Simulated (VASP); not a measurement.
Crystal: CeO2.

```
CELL_PARAMETERS angstrom
0.00000 2.73219 2.73219
2.73219 0.00000 2.73219
2.73219 2.73219 0.00000
ATOMIC_POSITIONS crystal
Ce 0.00000 0.00000 0.00000
O 0.25000 0.25000 0.25000
O 0.75000 0.75000 0.75000
```

```yaml
Program: VASP 6.6.1
Task: relaxation of cell and atoms
Functional: PBEsol
Potentials_or_basis: VASP PAW PBE potentials, release 64 (Ce, O)
Cutoff: 600 eV
k_mesh: 8 × 8 × 8
Occupations: fermi-dirac, width 0.02 eV
Spin: no spin polarisation
```

At the start: pressure -6.6 GPa; volume 13.60 Å³/atom.

Where does the relaxation end?

Over 6 steps the energy falls by 10.5 meV/atom and the volume is 13.10 Å³/atom (-3.6 %); space group Fm-3m (No. 225, to 0.1 Å) before and after.

Step by step:
```tsv
step	energy change (eV)	largest force (eV/Å)	pressure (GPa)	volume (Å³)
1	0.0000	0.0000	-6.57	40.79
2	0.0171	0.0000	9.48	37.59
3	-0.0316	0.0000	-0.07	39.32
4	-0.0316	0.0000	0.08	39.29
5	-0.0316	0.0000	-0.07	39.32
6	-0.0316	0.0000	0.00	39.30
```

Final structure:
```cif
data_structure
_symmetry_space_group_name_H-M 'P 1'
_symmetry_Int_Tables_number 1
_cell_length_a 3.8163
_cell_length_b 3.8163
_cell_length_c 3.8163
_cell_angle_alpha 60.000
_cell_angle_beta 60.000
_cell_angle_gamma 60.000
_cell_volume 39.30
loop_
_atom_site_label
_atom_site_type_symbol
_atom_site_fract_x
_atom_site_fract_y
_atom_site_fract_z
_atom_site_occupancy
Ce1 Ce 0.00000 0.00000 0.00000 1
O1 O 0.25000 0.25000 0.25000 1
O2 O 0.75000 0.75000 0.75000 1
```

Caveat: the PAW data sets were made with another functional, which shifts forces and pressure a little.
